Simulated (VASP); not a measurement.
# Al16Co16O (a cell with a defect) in VASP: single point with PBE

Aim: the single point of Al16Co16O (a cell with a defect) with PBE.

Everything below comes from runs of VASP 6.6.1. Logs are shortened: lines on timing, memory, paths and dates and some standing lists are left out, and cuts for length are marked.

## (1) The cell of the first run

The cell holds a defect, 33 atoms: a = 8.065 Å, b = 8.065 Å, c = 8.065 Å, α = 60.00°, β = 60.00°, γ = 60.00°.

## (2) Single point, PBE

Input file INCAR:

```
SYSTEM = Al16Co16O
PREC = Accurate
ENCUT = 520
EDIFF = 1E-7
ISMEAR = 1
SIGMA = 0.1
LREAL = Auto
LASPH = .TRUE.
NELM = 80
ALGO = Normal
ISIF = 2
LWAVE = .FALSE.
LCHARG = .FALSE.
GGA = PE
NBANDS = 121
```

Input file KPOINTS:

```
Automatic mesh
0
G
  2 2 2
  0 0 0
```

Input file POSCAR:

```
Al16Co16O
1.0
    0.0000000000      5.7030923000      5.7030923000
    5.7030923000      0.0000000000      5.7030923000
    5.7030923000      5.7030923000      0.0000000000
Al Co O
16 16 1
Direct
   -0.0017344099     -0.0002804619      0.0018911670
    0.2488457008      0.2449625443      0.2608467340
   -0.0043453619      0.0100491097      0.4951177101
    0.2504541264      0.2515528286      0.7497025780
    0.0021846920      0.4998194576     -0.0020242527
    0.2513311945      0.7544009063      0.2394392249
   -0.0044050664      0.4981859578      0.4950127670
    0.2504292277      0.7493997598      0.7497285289
    0.5051449895     -0.0113644487      0.0045602453
    0.7503606421      0.2476207513      0.2497969391
    0.5022932033     -0.0002941387      0.4978627998
    0.7607158138      0.2450164624      0.7488248963
    0.5050407478      0.5006659282      0.0045005409
    0.7503462639      0.7516429289      0.2498106159
    0.4999270308      0.4997978027      0.5002247640
    0.7393133897      0.7544983096      0.7513095133
    0.1283076727      0.1270967507      0.1224064881
    0.3722736523      0.3775320277      0.3767336888
    0.1274770706      0.1223312658      0.6271700179
    0.4101875574      0.3376320071      0.9117891183
    0.1281743240      0.6216339862      0.1231929913
    0.3724191874      0.8736697107      0.3758350536
    0.0883752136      0.6594483838      0.5899662539
    0.3729872126      0.8768221233      0.8726785818
    0.6301889941      0.1198632188      0.1296529954
    0.8729745615      0.3768347744      0.3726759779
    0.6234220512      0.1263841548      0.6278836658
    0.8777513560      0.3776544174      0.8718498208
    0.6274835320      0.6223266806      0.1271816169
    0.8705037090      0.8795472239      0.3699692884
    0.6243199851      0.6217689130      0.6277377801
    0.8769647652      0.8728427909      0.8719830819
    0.2552728280      0.5050830933      0.7448858052
```

Potentials or basis: VASP PAW PBE potentials, release 64 (Al, Co, O).

The run is started by

```console
$ cat potpaw_PBE.64/Al/POTCAR potpaw_PBE.64/Co/POTCAR potpaw_PBE.64/O/POTCAR > POTCAR
$ mpirun -np 1 vasp_std > vasp.out
```

OUTCAR:

```text
SYSTEM = Al16Co16O
   PREC = Accurate
   ENCUT = 520
   EDIFF = 1E-7
   ISMEAR = 1
   LREAL = Auto
   LASPH = .TRUE.
   NELM = 80
   ISIF = 2
   GGA = PE

 ion  position               nearest neighbor table
   1  0.998  1.000  0.002-  25 2.42  30 2.42  19 2.47  24 2.47  17 2.49  28 2.49  21 2.49  32 2.49
                             6 2.80  12 2.80  10 2.83  14 2.83   8 2.87   4 2.87
   2  0.249  0.245  0.261-  20 2.32  19 2.41  22 2.45  18 2.45  26 2.48  21 2.48  17 2.48  25 2.51
                             7 2.78   3 2.79  11 2.80   5 2.91  13 2.92   9 2.92
   3  0.996  0.010  0.495-  23 2.33  26 2.42  27 2.45  17 2.46  19 2.48  22 2.48  32 2.48  30 2.51
                             2 2.79  12 2.79  10 2.80   8 2.91   6 2.92  16 2.92
   4  0.250  0.252  0.750-  33 2.05  28 2.45  17 2.45  27 2.46  18 2.46  24 2.47  19 2.47  23 2.71
                            20 2.71   5 2.83  15 2.84  11 2.87   1 2.87   9 2.91   7 2.91
   5  0.002  0.500  0.998-  33 2.04  17 2.45  28 2.45  21 2.46  32 2.46  26 2.47  29 2.47  20 2.71
                            23 2.71   4 2.83   8 2.84  14 2.87  10 2.87   2 2.91  16 2.91
   6  0.251  0.754  0.239-  23 2.33  24 2.42  21 2.45  17 2.46  29 2.48  22 2.48  18 2.48  30 2.51
                             9 2.79  13 2.79   1 2.80  15 2.91   3 2.92   7 2.92
   7  0.996  0.498  0.495-  23 2.32  26 2.41  31 2.45  21 2.45  19 2.48  18 2.48  28 2.48  30 2.51
                             2 2.78  12 2.79  14 2.80   4 2.91   6 2.92  16 2.92
   8  0.250  0.749  0.750-  33 1.97  24 2.46  19 2.46  21 2.46  32 2.46  31 2.46  22 2.46  23 2.73
                            20 2.73   5 2.84  15 2.85  11 2.86   1 2.87  13 2.91   3 2.91
   9  0.505  0.989  0.005-  20 2.32  29 2.41  22 2.45  32 2.45  24 2.48  27 2.48  17 2.48  25 2.51
[... 32 lines left out ...]
                             9 2.51  30 2.74  22 2.87  32 2.88  18 2.88  28 2.88
  26  0.873  0.377  0.373-   7 2.41   3 2.42  15 2.46   5 2.47  10 2.47  14 2.47   2 2.48  12 2.48
                            29 2.80  31 2.85  21 2.85  27 2.85  17 2.85  19 2.90
  27  0.623  0.126  0.628-  16 2.45   3 2.45   4 2.46  15 2.46   9 2.48  12 2.48  11 2.49  10 2.49
                            32 2.84  24 2.85  26 2.85  20 2.85  18 2.86  30 2.88
  28  0.878  0.378  0.872-   4 2.45   5 2.45  12 2.46  13 2.46   7 2.48  16 2.48   1 2.49  10 2.49
                            23 2.84  31 2.84  19 2.85  29 2.85  17 2.86  25 2.88
  29  0.627  0.622  0.127-   9 2.41  13 2.42  15 2.46   5 2.47  10 2.47  14 2.47  16 2.48   6 2.48
                            26 2.80  22 2.85  32 2.85  18 2.85  28 2.85  24 2.90
  30  0.871  0.880  0.370-  10 2.42   1 2.42  11 2.43  14 2.43  23 2.50   3 2.51   6 2.51  16 2.51
                             7 2.51  25 2.74  31 2.87  21 2.88  27 2.88  17 2.88
  31  0.624  0.622  0.628-   7 2.45  16 2.45  15 2.46   8 2.46  12 2.48  13 2.48  14 2.49  11 2.49
                            28 2.84  24 2.85  26 2.85  20 2.87  22 2.87  30 2.87
  32  0.877  0.873  0.872-   9 2.45  12 2.45   5 2.46   8 2.46  16 2.48   3 2.48  14 2.49   1 2.49
                            27 2.84  29 2.85  19 2.85  23 2.85  21 2.87  25 2.88
  33  0.255  0.505  0.745-  23 1.84  20 1.84   8 1.97  15 1.97   5 2.04   4 2.05

  LATTYP: Found a face centered cubic cell.
 ALAT       =    11.4061846000

  Lattice vectors:

 A1 = (   0.0000000000,   5.7030923000,   5.7030923000)
 A2 = (   5.7030923000,   0.0000000000,   5.7030923000)
 A3 = (   5.7030923000,   5.7030923000,   0.0000000000)

Analysis of symmetry for initial positions (statically):
=====================================================================
 Subroutine PRICEL returns:
 Original cell was already a primitive cell.

 Routine SETGRP: Setting up the symmetry group for a
 face centered cubic supercell.

 Subroutine GETGRP returns: Found  2 space group operations
 (whereof  1 operations were pure point group operations)
 out of a pool of 48 trial point group operations.

The static configuration has the point symmetry C_1 .
 The point group associated with its full space group is C_1h.

Analysis of symmetry for dynamics (positions and initial velocities):
=====================================================================
 Subroutine PRICEL returns:
 Original cell was already a primitive cell.

 Routine SETGRP: Setting up the symmetry group for a
 face centered cubic supercell.

 Subroutine GETGRP returns: Found  2 space group operations
 (whereof  1 operations were pure point group operations)
 out of a pool of 48 trial point group operations.

The dynamic configuration has the point symmetry C_1 .
 The point group associated with its full space group is C_1h.

 Subroutine INISYM returns: Found  2 space group operations
 (whereof  1 operations are pure point group operations),
 and found     1 'primitive' translations

----------------------------------------------------------------------------------------

                                     Primitive cell

  volume of cell :     370.9891

[... 93 lines left out ...]

  Length of vectors
     0.075925950  0.075925950  0.075925950

  Shift w.r.t. Gamma in fractional coordinates (k-lattice)
     0.000000000  0.000000000  0.000000000

 Subroutine IBZKPT returns following result:
 ===========================================

 Found      6 irreducible k-points:

 Following reciprocal coordinates:
            Coordinates               Weight
  0.000000  0.000000  0.000000      1.000000
  0.500000  0.000000  0.000000      2.000000
  0.000000  0.500000  0.000000      2.000000
  0.500000  0.500000  0.000000      1.000000
  0.000000  0.500000  0.500000      1.000000
  0.500000  0.000000  0.500000      1.000000
   k-points           NKPTS =      6   k-points in BZ     NKDIM =      6   number of bands    NBANDS=    121
   number of dos      NEDOS =    301   number of ions     NIONS =     33
   total plane-waves  NPLWV = 216000
   dimension x,y,z NGX =    60 NGY =   60 NGZ =   60
   dimension x,y,z NGXF=   120 NGYF=  120 NGZF=  120
   ions per type =              16  16   1
   NGX,Y,Z   is equivalent  to a cutoff of  12.37, 12.37, 12.37 a.u.
   NGXF,Y,Z  is equivalent  to a cutoff of  24.73, 24.73, 24.73 a.u.
 SYSTEM =  Al16Co16O
   PREC   = accura    normal or accurate (medium, high low for compatibility)
   ISTART =      0    job   : 0-new  1-cont  2-samecut
   ICHARG =      2    charge: 1-file 2-atom 10-const
   ISPIN  =      1    spin polarized calculation?
   LNONCOLLINEAR =      F non collinear calculations
   LSORBIT =      F    spin-orbit coupling
   LASPH  =      T    aspherical Exc in radial PAW
   ENCUT  =  520.0 eV  38.22 Ry    6.18 a.u.  15.00 15.00 15.00*2*pi/ulx,y,z
   NELM   =     80;   NELMIN=  2; NELMDL= -5     # of ELM steps
   EDIFF  = 0.1E-06   stopping-criterion for ELM
   LREAL  =      T    real-space projection
   EDIFFG = 0.1E-05   stopping-criterion for IOM
   NSW    =      0    number of steps for IOM
   IBRION =     -1    ionic relax: 0-MD 1-quasi-New 2-CG
   NFREE  =      0    steps in history (QN), initial steepest desc. (CG)
   ISIF   =      2    stress and relaxation
   ISYM   =      2    0-nonsym 1-usesym 2-fastsym
   POTIM  = 0.5000    time-step for ionic-motion
   TEBEG  =    0.0;   TEEND  =   0.0 temperature during run
   PSTRESS=    0.0 pullay stress
   NELECT =     198.0000    total number of electrons
   NUPDOWN=      -1.0000    fix difference up-down
   EMIN   =  10.00;   EMAX   =-10.00  energy-range for DOS
   EFERMI =   0.00;   METHOD = LEGACY
   ISMEAR =     1;   SIGMA  =   0.10  broadening in eV -4-tet -1-fermi 0-gaus
   EFERMI_NEDOS =   21; number of points for ismear=-14 and -15
   IALGO  =     38    algorithm
   IMIX   =      4    mixing-type and parameters
     AMIX     =   0.40;   BMIX     =  1.00
     AMIX_MAG =   1.60;   BMIX_MAG =  1.00
  volume/ion in A,a.u.               =      11.24        75.87
  Fermi-wavevector in a.u.,A,eV,Ry     =   1.327933  2.509429 23.992596  1.763406
  Thomas-Fermi vector in A             =   2.457208
   LORBIT       =      0    0 simple, 1 ext, 2 COOP (PROOUT), +10 PAW based schemes
   GGA     = PE    functional components
   LHFCALC =     F    Hartree Fock is set to
   AEXX    =    0.0000 exact exchange contribution
   IVDW    =     0    specifies the selected vdW correction
   LEPSILON=     F    determine dielectric tensor
   LRPA    =     F    only Hartree local field effects (RPA)
 non-spin polarized calculation
 Methfessel and Paxton  Order N= 1 SIGMA  =   0.10
  energy-cutoff  :      520.00
  volume of cell :      370.99
 maximum number of plane-waves:     10002
 NGX is ok and might be reduce to    60
   NGX = 29   NGY = 29   NGZ = 29

 number of electron     197.9999991 magnetization

 Free energy of the ion-electron system (eV)
  ---------------------------------------------------
  ext. energy  EPLUGINS =         0.00000000
  ---------------------------------------------------
  free energy    TOTEN  =      -196.39829943 eV

  energy without entropy =     -196.40599673  energy(sigma->0) =     -196.40086520

 E-fermi :  10.7773     XC(G=0): -12.3415

 val. band max:       10.7415099990   @ k =   0.0000   0.0000   0.0000
 cond. band min:      10.7796194813   @ k =   0.5000   0.0000   0.5000
 fundamental gap:      0.0381094823
 Fermi energy:        10.7772631605

 k-point     1 :       0.0000    0.0000    0.0000
  band No.  band energies     occupation
      1     -10.9685      2.00000
      2      -0.1774      2.00000
      3       1.4491      2.00000
      4       1.4530      2.00000
      5       2.0259      2.00000
      6       2.7953      2.00000
[... 673 lines left out ...]
    110      12.1854     -0.00000
    111      12.3636     -0.00000
 [bands above 111 left out]

------------------------ aborting loop because EDIFF is reached ----------------------------------------

  FORCE on cell =-STRESS in cart. coord.  units (eV):
  Direction    XX          YY          ZZ          XY          YZ          ZX
  --------------------------------------------------------------------------------------
  -------------------------------------------------------------------------------------
  Total        8.1179770     20.0504759      8.1408532      0.0000000      0.0000000      0.0084677
  in kB       35.0588127     86.5912625     35.1576071      0.0000000      0.0000000      0.0365691
  external PRESSURE =      52.2692274 kB  Pullay stress =       0.0000000 kB

 VOLUME and BASIS-vectors are now :
 -----------------------------------------------------------------------------
  energy-cutoff  :      520.00
  volume of cell :      370.99
      direct lattice vectors                 reciprocal lattice vectors
     0.000000000  5.703092300  5.703092300    -0.087671736  0.087671736  0.087671736
     5.703092300  0.000000000  5.703092300     0.087671736 -0.087671736  0.087671736
     5.703092300  5.703092300  0.000000000     0.087671736  0.087671736 -0.087671736

 POSITION                                       TOTAL-FORCE (eV/Angst)
 -----------------------------------------------------------------------------------
      5.71228      5.70399     11.39469         0.007336     -0.000000     -0.005047
      2.88468      2.90682      2.81623        -0.006649     -0.001599      0.006471
      2.88101      8.50201      5.73562        -0.007066      0.001511     -0.006106
      5.71025      5.70399      2.86299         0.007544     -0.000000      0.008825
      8.54206      5.70401      2.86298        -0.008177     -0.000000      0.011444
      5.66796      2.79891      5.73578         0.006627      0.001862     -0.007292
[... 25 lines left out ...]
      9.95090      9.97441      9.97931         0.003242      0.002628      0.000449
      7.12869      5.70400      4.33638         0.000175     -0.000000      0.006574
 -----------------------------------------------------------------------------------
    total drift:                               -0.009718     -0.008502      0.001042

  FREE ENERGIE OF THE ION-ELECTRON SYSTEM (eV)
  ---------------------------------------------------
  free  energy   TOTEN  =      -196.3982994333 eV

  energy  without entropy=     -196.4059967284  energy(sigma->0) =     -196.40086520
```

Run time: 35 min. Hardware: 1 thread of Oxide Virtual Turin-like, shared host; peak memory 0.55 GiB.

What came out:

```
Free energy            : -196.3983 eV
Pressure               : 5.2 GPa
Largest force          : 0.041 eV/Å
Band gap on the k mesh : zero (bands 99 and 100 overlap by 0.24 eV)
```

Forces in eV/Å, atoms in the order of the input:
```
Al   0.007  0.000 -0.005
Al  -0.007 -0.002  0.006
Al  -0.007  0.002 -0.006
Al   0.008  0.000  0.009
Al  -0.008  0.000  0.011
Al   0.007  0.002 -0.007
Al   0.007  0.002  0.007
Al  -0.015  0.000 -0.010
Al   0.007 -0.002  0.007
Al  -0.009  0.000 -0.009
Al  -0.007  0.000  0.009
Al   0.007 -0.002 -0.007
Al  -0.007 -0.002 -0.006
Al   0.007  0.000  0.006
Al   0.012  0.000 -0.015
Al  -0.007  0.002  0.006
Co   0.000 -0.002 -0.005
Co  -0.003  0.002  0.000
Co   0.001  0.005  0.000
Co   0.000  0.041  0.001
Co   0.003 -0.003  0.000
Co   0.000  0.004  0.000
Co   0.000 -0.041  0.001
Co   0.001 -0.005  0.000
Co   0.000 -0.011  0.001
Co   0.000 -0.005  0.000
Co  -0.003 -0.002  0.000
Co   0.000  0.002 -0.005
Co   0.000  0.005  0.000
Co   0.000  0.011  0.001
Co   0.000 -0.004  0.000
Co   0.003  0.003  0.000
O    0.000  0.000  0.007
```

Levels at points of the mesh, in eV from the Fermi level:
| k point | band 96 | band 97 | band 98 | band 99 | band 100 | band 101 |
| --- | --- | --- | --- | --- | --- | --- |
| (0.00, 0.00, 0.00) | -0.55 | -0.27 | -0.25 | -0.25 | -0.21 | -0.21 |
| (0.50, 0.00, 0.00) | -0.72 | -0.65 | -0.64 | -0.55 | 0.25 | 0.41 |
| (0.00, 0.50, 0.00) | -0.72 | -0.65 | -0.64 | -0.55 | 0.25 | 0.41 |
| (0.50, 0.50, 0.00) | -0.27 | -0.26 | -0.13 | 0.03 | 0.08 | 0.09 |
| (0.00, 0.50, 0.50) | -0.27 | -0.26 | -0.13 | 0.03 | 0.08 | 0.09 |
| (0.50, 0.00, 0.50) | -0.25 | -0.24 | 0.00 | 0.02 | 0.07 | 0.08 |

Caveat: the k points lie up to 0.48 Å⁻¹ apart; the run has no spin polarisation, though such a crystal can be magnetic. With open d or f shells a metallic result of PBE can be an artefact of self-interaction; +U or a hybrid may open a gap.

The gap in the log of VASP goes by the Fermi energy; the results here count the filled bands.